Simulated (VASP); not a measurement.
## Yb: single point with PBE

Crystal: Yb.

```
CELL_PARAMETERS angstrom
0.00000 2.67966 2.67966
2.67966 0.00000 2.67966
2.67966 2.67966 0.00000
ATOMIC_POSITIONS crystal
Yb 0.00000 0.00000 0.00000
```

This cell differs from its parent crystal: volume 38.483 Å^3 an atom, c/a of the conventional cell 1.0000.

* Program: VASP 6.6.1
* Task: single point
* Functional: PBE
* Potentials or basis: VASP PAW PBE potentials, release 64 (Yb)
* Cutoff: 520 eV
* k mesh: 16 × 16 × 16
* Occupations: gaussian, width 0.15 eV
* Spin: no spin polarisation

| Item | Value |
| --- | --- |
| Pressure | -1.2 GPa |
| Band gap on the k mesh | zero (band 12 reaches 1.42 eV, above the bottom of band 13 at 1.38 eV) |

Levels at points of the mesh, in eV from the Fermi level:
```
           k point  band 8  band 9  band 10  band 11  band 12  band 13  band 14  band 15  band 16  band 17
(0.00, 0.00, 0.00)   -0.38   -0.38    -0.29    -0.29    -0.29     2.78     2.78     2.78     4.76     4.76
(0.50, 0.00, 0.00)   -0.39   -0.39    -0.30    -0.30    -0.29     0.23     2.57     2.57     6.20     6.20
(0.50, 0.50, 0.00)   -0.38   -0.38    -0.33    -0.32    -0.32     0.18     1.48     6.21     6.63     6.65
```

It took 91 s on 1 thread of Intel(R) Xeon(R) 6975P-C (Granite Rapids), on a shared host, peak memory 0.25 GiB.

Caveat: spin-orbit coupling is left out, which moves the levels of the heavy elements. Spin polarisation is off, so any magnetic state and its effect on volume and gap are missing.
